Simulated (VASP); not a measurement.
Input of a VASP 6.6.1 run:

Contents of INCAR:

```
SYSTEM = BeCd3Te4
PREC = Accurate
ENCUT = 600
EDIFF = 1E-6
ISMEAR = 0
SIGMA = 0.2
LREAL = .FALSE.
LASPH = .TRUE.
NELM = 120
ALGO = Normal
ISIF = 2
LWAVE = .FALSE.
LCHARG = .FALSE.
GGA = PE
NBANDS = 76
GGA_COMPAT = .FALSE.
```

Contents of KPOINTS:

```
regular mesh
0
G
  2 2 3
  0 0 0
```

File POSCAR:

```
BeCd3Te4
1.0
    9.0716882797      0.0000000000      0.0000000000
    0.0000000000      7.7911068571      0.0000000000
    0.0000000000      0.0000000000      7.4247686713
Be Cd Te
2 6 8
Direct
    0.5000000000      0.1739771153      0.4979167801
    0.0000000000      0.8260228847     -0.0020832199
    0.7527143515      0.3295107845      0.0008807660
    0.2472856485      0.3295107845      0.0008807660
    0.0000000000      0.1525108387      0.4992721713
    0.2527143515      0.6704892155      0.5008807660
    0.7472856485      0.6704892155      0.5008807660
    0.5000000000      0.8474891613     -0.0007278287
    0.0000000000      0.1265399214      0.8856490527
    0.5000000000      0.1796154988      0.8323811089
    0.2725751222      0.3194976248      0.3865096775
    0.7274248778      0.3194976248      0.3865096775
    0.5000000000      0.8734600786      0.3856490527
    0.0000000000      0.8203845012      0.3323811089
    0.7725751222      0.6805023752      0.8865096775
    0.2274248778      0.6805023752      0.8865096775
```

Potentials or basis: VASP PAW PBE potentials, release 64 (Be, Cd, Te).

Command:

```console
$ cat potpaw_PBE.64/Be/POTCAR potpaw_PBE.64/Cd/POTCAR potpaw_PBE.64/Te/POTCAR > POTCAR
$ mpirun -np 1 vasp_std > vasp.out
```

(1) Predict the band gap on the k mesh.

(2) Predict the largest force.

(3) What does it give for the pressure?

Answers

(1) 1.04 eV.

(2) 0.066 eV/Å.

(3) -0.5 GPa.

Caveat: spin-orbit coupling is left out, which moves the levels of the heavy elements.
